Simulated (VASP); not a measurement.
# Fe (P6_3/mmc) in VASP: notebook, part 2 of 2

VASP 6.6.1. Earlier steps stand in the parts before.

## 4. Relaxation of cell and atoms, r2SCAN

This run uses another cell than the first one, of 11.94 Å³/atom, 0.885 times its volume.

POSCAR reads:

```
Fe
1.0
    3.2209691390      0.0000000000      0.0000000000
   -1.6104845695      2.7894410992      0.0000000000
    0.0000000000      0.0000000000      5.3145990793
Fe
4
Direct
    0.3333333333      0.6666666667      0.4375000000
    0.6666666667      0.3333333333      0.9375000000
    0.6666666667      0.3333333333      0.5625000000
    0.3333333333      0.6666666667      0.0625000000
```

INCAR.step1 reads:

```
SYSTEM = Fe
PREC     = Accurate       ! precision mode
ENCUT    = 600            ! plane-wave cutoff, eV
ISMEAR   = 0              ! smearing method
SIGMA    = 0.1            ! smearing width, eV
LREAL    = .FALSE.        ! projectors in reciprocal space
LASPH    = .TRUE.         ! aspherical terms in the spheres
NELM     = 100            ! most SCF steps
GGA      = PE             ! functional
ALGO     = Normal         ! electronic algorithm
EDIFF    = 1E-4           ! SCF threshold, eV
LWAVE    = .TRUE.         ! write WAVECAR
LCHARG   = .FALSE.        ! write CHGCAR
```

INCAR.step2 reads:

```
SYSTEM = Fe
PREC     = Accurate       ! precision mode
ENCUT    = 600            ! plane-wave cutoff, eV
EDIFF    = 1E-6           ! SCF threshold, eV
ISMEAR   = 0              ! smearing method
SIGMA    = 0.1            ! smearing width, eV
LREAL    = .FALSE.        ! projectors in reciprocal space
LASPH    = .TRUE.         ! aspherical terms in the spheres
NELM     = 100            ! most SCF steps
ALGO     = Normal         ! electronic algorithm
ISIF     = 3              ! what is computed and relaxed
LWAVE    = .FALSE.        ! write WAVECAR
LCHARG   = .FALSE.        ! write CHGCAR
METAGGA  = R2SCAN         ! meta-GGA
LMIXTAU  = .TRUE.       
IBRION   = 2              ! ionic algorithm
NSW      = 90             ! ionic steps
EDIFFG   = -0.04          ! ionic threshold
ISTART   = 1
```

KPOINTS reads:

```
regular mesh
0
G
  6 6 4
  0 0 0
```

Potentials or basis: VASP PAW PBE potentials, release 64 (Fe).

Command:

```bash
$ cat potpaw_PBE.64/Fe/POTCAR > POTCAR
$ cp INCAR.step1 INCAR
$ mpirun -np 1 vasp_std > vasp.out
$ cp INCAR.step2 INCAR
$ mpirun -np 1 vasp_std > vasp.out
```

OUTCAR:

```text
SYSTEM = Fe
   PREC = Accurate
   ENCUT = 600
   EDIFF = 1E-6
   ISMEAR = 0
   LREAL = .FALSE.
   LASPH = .TRUE.
   NELM = 100
   ISIF = 3
   METAGGA = R2SCAN
   IBRION = 2
   NSW = 90
   EDIFFG = -0.04
   ISTART = 1

 ion  position               nearest neighbor table
   1  0.333  0.667  0.438-   3 1.97   3 1.97   3 1.97   4 1.99
   2  0.667  0.333  0.938-   4 1.97   4 1.97   4 1.97   3 1.99
   3  0.667  0.333  0.562-   1 1.97   1 1.97   1 1.97   2 1.99
   4  0.333  0.667  0.062-   2 1.97   2 1.97   2 1.97   1 1.99

  LATTYP: Found a hexagonal cell.
 ALAT       =     3.2209691390
 C/A-ratio  =     1.6500000000

  Lattice vectors:

 A1 = (   3.2209691390,   0.0000000000,   0.0000000000)
 A2 = (  -1.6104845695,   2.7894410992,   0.0000000000)
 A3 = (   0.0000000000,   0.0000000000,   5.3145990793)

Analysis of symmetry for initial positions (statically):
=====================================================================
 Subroutine PRICEL returns:
 Original cell was already a primitive cell.

 Routine SETGRP: Setting up the symmetry group for a
 hexagonal supercell.

 Subroutine GETGRP returns: Found 24 space group operations
 (whereof 12 operations were pure point group operations)
[... 171 lines left out ...]

  FORCE on cell =-STRESS in cart. coord.  units (eV):
  Direction    XX          YY          ZZ          XY          YZ          ZX
  --------------------------------------------------------------------------------------
  -------------------------------------------------------------------------------------
  Total       10.0520002     10.0520002     10.1388357      0.0000000      0.0000000      0.0000000
  in kB      337.2786142    337.2786142    340.1922378      0.0000000      0.0000000      0.0000000
  external PRESSURE =     338.2498221 kB  Pullay stress =       0.0000000 kB
[... 25 lines left out ...]
--------------------------------------- Ionic step        2  -------------------------------------------

 number of electron      32.0000009 magnetization

 E-fermi :   2.2962     XC(G=0): -11.4421

 val. band max:        2.2904498648   @ k =   0.3333   0.1667   0.0000
 cond. band min:       2.3029443591   @ k =   0.5000  -0.0000   0.0000
 fundamental gap:      0.0124944943
 Fermi energy:         2.2962372610

 k-point     1 :       0.0000    0.0000    0.0000
  band No.  band energies     occupation
      1      -3.9135      2.00000
      2      -0.8724      2.00000
      3      -0.3085      2.00000
      4      -0.3085      2.00000
      5      -0.1206      2.00000
      6      -0.1206      2.00000
[... 661 lines left out ...]
--------------------------------------- Ionic step        7  -------------------------------------------

 number of electron      32.0000004 magnetization

 Free energy of the ion-electron system (eV)
  ---------------------------------------------------
  ext. energy  EPLUGINS =         0.00000000
  ---------------------------------------------------
  free energy    TOTEN  =       -50.08723948 eV

  energy without entropy =      -50.06673498  energy(sigma->0) =      -50.07698723

 E-fermi :   3.9252     XC(G=0): -12.5869

 val. band max:        3.8980721880   @ k =   0.1667   0.1667   0.0000
 cond. band min:       3.9521437951   @ k =   0.3333   0.1667   0.0000
 fundamental gap:      0.0540716072
 Fermi energy:         3.9251688266

 k-point     1 :       0.0000    0.0000    0.0000
  band No.  band energies     occupation
      1      -3.2609      2.00000
      2       0.3706      2.00000
      3       0.4588      2.00000
      4       0.4589      2.00000
      5       0.8202      2.00000
      6       0.8202      2.00000
[... 503 lines left out ...]
  FREE ENERGIE OF THE ION-ELECTRON SYSTEM (eV)
  ---------------------------------------------------
  free  energy   TOTEN  =       -50.0872394825 eV

  energy  without entropy=      -50.0667349801  energy(sigma->0) =      -50.07698723

 reached required accuracy - stopping structural energy minimisation
```

OUTCAR.step1:

```text
SYSTEM = Fe
   PREC = Accurate
   ENCUT = 600
   ISMEAR = 0
   LREAL = .FALSE.
   LASPH = .TRUE.
   NELM = 100
[... 708 lines left out ...]
      1.61048      0.92981      4.98244        -0.000000      0.000000      0.102209
      1.61048      0.92981      2.98946        -0.000000      0.000000     -0.102209
     -0.00000      1.85963      0.33216         0.000000      0.000000     -0.102209
 -----------------------------------------------------------------------------------
    total drift:                                0.000000     -0.000000     -0.000000

  FREE ENERGIE OF THE ION-ELECTRON SYSTEM (eV)
  ---------------------------------------------------
  free  energy   TOTEN  =       -26.9519317886 eV

  energy  without entropy=      -26.9359933718  energy(sigma->0) =      -26.94396258
```

OSZICAR.step1:

```text
N       E                     dE             d eps       ncg     rms          rms(c)
DAV:   1     0.255202613058E+03    0.25520E+03   -0.15716E+04   840   0.231E+03
DAV:   2    -0.318720458036E+01   -0.25839E+03   -0.24680E+03   840   0.413E+02
DAV:   3    -0.282494324419E+02   -0.25062E+02   -0.22818E+02  1308   0.146E+02
DAV:   4    -0.293594689622E+02   -0.11100E+01   -0.10173E+01  1164   0.358E+01
DAV:   5    -0.293844435565E+02   -0.24975E-01   -0.24764E-01  1084   0.475E+00    0.184E+01
DAV:   6    -0.271928410900E+02    0.21916E+01   -0.20705E+01  1132   0.693E+01    0.259E+00
DAV:   7    -0.269937526320E+02    0.19909E+00   -0.14260E+00  1012   0.188E+01    0.255E+00
DAV:   8    -0.269552413047E+02    0.38511E-01   -0.49812E-02  1160   0.248E+00    0.674E-01
DAV:   9    -0.269520265751E+02    0.32147E-02   -0.31305E-02  1188   0.252E+00    0.107E-01
DAV:  10    -0.269519664516E+02    0.60123E-04   -0.16703E-03  1124   0.608E-01    0.200E-02
DAV:  11    -0.269519317886E+02    0.34663E-04   -0.30623E-05   568   0.847E-02
   1 F= -.26951932E+02 E0= -.26943963E+02  d E =-.159384E-01
```

Run time: 12 min. Hardware: 1 thread of AMD EPYC 7R43 (Zen 3), shared host; peak memory 0.16 GiB.

What came out:

| Quantity | Value |
| --- | --- |
| Free energy | -50.0872 eV |
| Relaxed volume | 13.79 Å³/atom |
| Relaxed cell | a = 3.378 Å, b = 3.378 Å, c = 5.581 Å, α = 90.00°, β = 90.00°, γ = 120.00° |
| Space group after relaxing (to 0.05 Å) | P6_3/mmc (No. 194) |
| Energy gained by relaxing | 174.2 meV/atom |
| Ionic steps | 7 |
| Pressure after relaxing | 0.3 GPa |
| Largest force after relaxing | 0.006 eV/Å |
| Band gap on the k mesh | zero (band 16 reaches 4.03 eV, above the bottom of band 17 at 3.77 eV) |

Forces on the atoms (eV/Å):
```
Fe   0.000  0.000  0.006
Fe   0.000  0.000  0.006
Fe   0.000  0.000 -0.006
Fe   0.000  0.000 -0.006
```

Stress tensor (GPa, compression positive):
```
0.41 0.00 0.00
0.00 0.41 0.00
0.00 0.00 0.12
```

The path:
| step | energy change (eV) | largest force (eV/Å) | pressure (GPa) | volume (Å³) |
| --- | --- | --- | --- | --- |
| 1 | 0.0000 | 0.1342 | 33.82 | 47.75 |
| 2 | 0.2937 | 0.0890 | -21.90 | 67.37 |
| 3 | -0.6953 | 0.0922 | -1.09 | 55.60 |
| 4 | -0.6964 | 0.0926 | -0.22 | 55.31 |
| 5 | -0.6963 | 0.0928 | 0.35 | 55.15 |
| 6 | -0.6968 | 0.0330 | 0.33 | 55.15 |
| 7 | -0.6969 | 0.0061 | 0.31 | 55.15 |

Final structure:
```cif
data_structure
_symmetry_space_group_name_H-M 'P 1'
_symmetry_Int_Tables_number 1
_cell_length_a 3.3777
_cell_length_b 3.3777
_cell_length_c 5.5813
_cell_angle_alpha 90.000
_cell_angle_beta 90.000
_cell_angle_gamma 120.000
_cell_volume 55.15
loop_
_atom_site_label
_atom_site_type_symbol
_atom_site_fract_x
_atom_site_fract_y
_atom_site_fract_z
_atom_site_occupancy
Fe1 Fe 0.33333 0.66667 0.43855 1
Fe2 Fe 0.66667 0.33333 0.93855 1
Fe3 Fe 0.66667 0.33333 0.56145 1
Fe4 Fe 0.33333 0.66667 0.06145 1
```

Caveat: the k points lie up to 0.36 Å⁻¹ apart in the final cell; the volume moved by over 15 % at a fixed basis, so the end points are rough; the PAW data sets were made with another functional, which shifts forces and pressure a little; the run has no spin polarisation, though such a crystal can be magnetic. Spin polarisation is off, so any magnetic state and its effect on volume and gap are missing.

## 5. Single point, r2SCAN, collinear spin, ferromagnetic start

This run uses another cell than the first one, of 11.94 Å³/atom, 0.885 times its volume.

POSCAR is that of step 4.

INCAR.step1 reads:

```
SYSTEM = Fe
ALGO = Normal ; EDIFF = 1E-4
ENCUT = 520 ; GGA = PE
ISMEAR = 0 ; ISPIN = 2
LASPH = .TRUE. ; LCHARG = .FALSE.
LMAXMIX = 4 ; LREAL = .FALSE.
LWAVE = .TRUE. ; MAGMOM = 4 4 4 4
NBANDS = 28 ; NELM = 150
PREC = Accurate ; SIGMA = 0.1
```

INCAR.step2 reads:

```
SYSTEM = Fe
ALGO = Normal ; EDIFF = 1E-6
ENCUT = 520 ; ISIF = 2
ISMEAR = 0 ; ISPIN = 2
ISTART = 1 ; LASPH = .TRUE.
LCHARG = .FALSE. ; LMAXMIX = 4
LMIXTAU = .TRUE. ; LORBIT = 11
LREAL = .FALSE. ; LWAVE = .FALSE.
MAGMOM = 4 4 4 4 ; METAGGA = R2SCAN
NBANDS = 28 ; NELM = 150
PREC = Accurate ; SIGMA = 0.1
```

KPOINTS reads:

```
k-points
0
G
  6 6 4
  0 0 0
```

Potentials or basis: VASP PAW PBE potentials, release 64 (Fe).

Command:

```bash
$ cat potpaw_PBE.64/Fe/POTCAR > POTCAR
$ cp INCAR.step1 INCAR
$ mpirun -np 1 vasp_std > vasp.out
$ cp INCAR.step2 INCAR
$ mpirun -np 1 vasp_std > vasp.out
```

OUTCAR:

```text
SYSTEM = Fe
   EDIFF = 1E-6
   ENCUT = 520
   ISIF = 2
   ISMEAR = 0
   ISPIN = 2
   ISTART = 1
   LASPH = .TRUE.
   LORBIT = 11
   LREAL = .FALSE.
   METAGGA = R2SCAN
   NELM = 150
   PREC = Accurate

 ion  position               nearest neighbor table
   1  0.333  0.667  0.438-   3 1.97   3 1.97   3 1.97   4 1.99
   2  0.667  0.333  0.938-   4 1.97   4 1.97   4 1.97   3 1.99
   3  0.667  0.333  0.562-   1 1.97   1 1.97   1 1.97   2 1.99
   4  0.333  0.667  0.062-   2 1.97   2 1.97   2 1.97   1 1.99

  LATTYP: Found a hexagonal cell.
 ALAT       =     3.2209691390
[... 1527 lines left out ...]
  volume of cell :       47.75
      direct lattice vectors                 reciprocal lattice vectors
     3.220969139  0.000000000  0.000000000     0.310465564  0.179247377  0.000000000
    -1.610484570  2.789441099  0.000000000     0.000000000  0.358494754  0.000000000
     0.000000000  0.000000000  5.314599079     0.000000000  0.000000000  0.188160948

 POSITION                                       TOTAL-FORCE (eV/Angst)
 -----------------------------------------------------------------------------------
     -0.00000      1.85963      2.32514        -0.000000      0.000000      0.134010
      1.61048      0.92981      4.98244         0.000000     -0.000000      0.134010
      1.61048      0.92981      2.98946         0.000000     -0.000000     -0.134010
     -0.00000      1.85963      0.33216        -0.000000      0.000000     -0.134010
 -----------------------------------------------------------------------------------
    total drift:                                0.000000     -0.000000     -0.000000

  FREE ENERGIE OF THE ION-ELECTRON SYSTEM (eV)
  ---------------------------------------------------
  free  energy   TOTEN  =       -49.3898151437 eV

  energy  without entropy=      -49.3738885321  energy(sigma->0) =      -49.38185184

 total charge

# of ion       s       p       d       tot
------------------------------------------
    1        0.663   0.578   6.686   7.927
    2        0.663   0.578   6.686   7.927
    3        0.663   0.578   6.686   7.927
    4        0.663   0.578   6.686   7.927
--------------------------------------------------
tot          2.654   2.311  26.742  31.707

 magnetization (x)

# of ion       s       p       d       tot
------------------------------------------
    1       -0.000   0.000  -0.000  -0.000
    2       -0.000   0.000  -0.000  -0.000
    3       -0.000   0.000  -0.000  -0.000
    4       -0.000   0.000  -0.000  -0.000
--------------------------------------------------
tot         -0.000   0.000  -0.000  -0.000
```

OUTCAR.step1:

```text
SYSTEM = Fe
   EDIFF = 1E-4
   ENCUT = 520
   GGA = PE
   ISMEAR = 0
   ISPIN = 2
[... 1550 lines left out ...]
     -0.00000      1.85963      2.32514         0.000000      0.000000      0.103155
      1.61048      0.92981      4.98244        -0.000000     -0.000000      0.103155
      1.61048      0.92981      2.98946         0.000000      0.000000     -0.103155
     -0.00000      1.85963      0.33216        -0.000000      0.000000     -0.103155
 -----------------------------------------------------------------------------------
    total drift:                                0.000000     -0.000000     -0.000000

  FREE ENERGIE OF THE ION-ELECTRON SYSTEM (eV)
  ---------------------------------------------------
  free  energy   TOTEN  =       -26.9527338160 eV

  energy  without entropy=      -26.9367943938  energy(sigma->0) =      -26.94476410
```

It took 4.1 min on 1 thread of AMD EPYC 7R43 (Zen 3), shared host; peak memory 0.17 GiB.

Results:

| Property | Result |
| --- | --- |
| Free energy | -49.3898 eV |
| Pressure | 33.9 GPa |
| Largest force | 0.134 eV/Å |
| Band gap on the k mesh | zero (filled and empty bands overlap) |
| Net moment | 0.00 μB per cell |
| Valence electrons inside the program's atomic spheres | Fe 7.93 |

Forces on the atoms (eV/Å):
```
Fe   0.000  0.000  0.134
Fe   0.000  0.000  0.134
Fe   0.000  0.000 -0.134
Fe   0.000  0.000 -0.134
```

Stress tensor (GPa, compression positive):
```
33.80  0.00  0.00
 0.00 33.80  0.00
 0.00  0.00 34.09
```

Levels at points of the mesh, in eV from the Fermi level:
Spin up:
| k point | band 14 | band 15 | band 16 | band 17 | band 18 | band 19 |
| --- | --- | --- | --- | --- | --- | --- |
| (0.00, 0.00, 0.00) | -0.76 | -0.76 | -0.45 | 0.10 | 0.10 | 1.39 |
| (0.50, 0.00, 0.00) | -1.11 | -0.88 | 0.19 | 0.24 | 0.97 | 1.70 |
| (0.00, 0.00, 0.50) | -1.59 | -0.18 | -0.18 | -0.18 | -0.18 | 1.54 |
| (0.50, 0.00, 0.50) | -1.48 | -0.13 | -0.13 | 1.09 | 1.09 | 1.35 |
Spin down:
```tsv
k point	band 12	band 13	band 14	band 15	band 16	band 17	band 18	band 19	band 20	band 21
(0.00, 0.00, 0.00)	-2.76	-1.40	-0.76	-0.76	-0.45	0.10	0.10	1.39	1.39	1.75
(0.50, 0.00, 0.00)	-1.83	-1.13	-1.11	-0.88	0.19	0.24	0.97	1.70	1.82	2.02
(0.00, 0.00, 0.50)	-2.94	-1.59	-1.59	-0.18	-0.18	-0.18	-0.18	1.54	1.54	1.54
(0.50, 0.00, 0.50)	-2.52	-1.48	-1.48	-0.13	-0.13	1.09	1.09	1.35	1.35	1.63
```

Caveat: the k points lie up to 0.38 Å⁻¹ apart; the starting moments collapsed, and a magnetic state may lie lower; the PAW data sets were made with another functional, which shifts forces and pressure a little.

## 6. The runs side by side

```tsv
task	cell	k mesh	cutoff (eV)	gap on the mesh (eV)	pressure (GPa)	largest force (eV/Å)
single point	a = 3.595, b = 3.595, c = 4.818 Å, angles 90.0, 90.0, 120.0°, 4 atoms	15 × 15 × 10	520	none	-0.8	0.02
single point	a = 3.589, b = 3.589, c = 4.836 Å, angles 90.0, 90.0, 120.0°, 4 atoms	6 × 6 × 4	520	none	-0.7	0.04
relaxation of cell and atoms	relaxed from a = 3.221, b = 3.221, c = 5.315 Å, angles 90.0, 90.0, 120.0°, 4 atoms	6 × 6 × 4	600	none	0.3	0.01
```

Alike in all rows: level r2SCAN; potentials or basis VASP PAW PBE potentials, release 64 (Fe); no spin polarisation; smearing gaussian 0.1 eV.

Caveats: some runs use coarse meshes; the PAW data sets were made with another functional, which shifts forces and pressure a little; the run has no spin polarisation, though such a crystal can be magnetic; the volume moved by over 15 % at a fixed basis, so the end points are rough (some runs).

Total energies depend on the potentials used, so only differences within one code and one set of settings carry meaning.
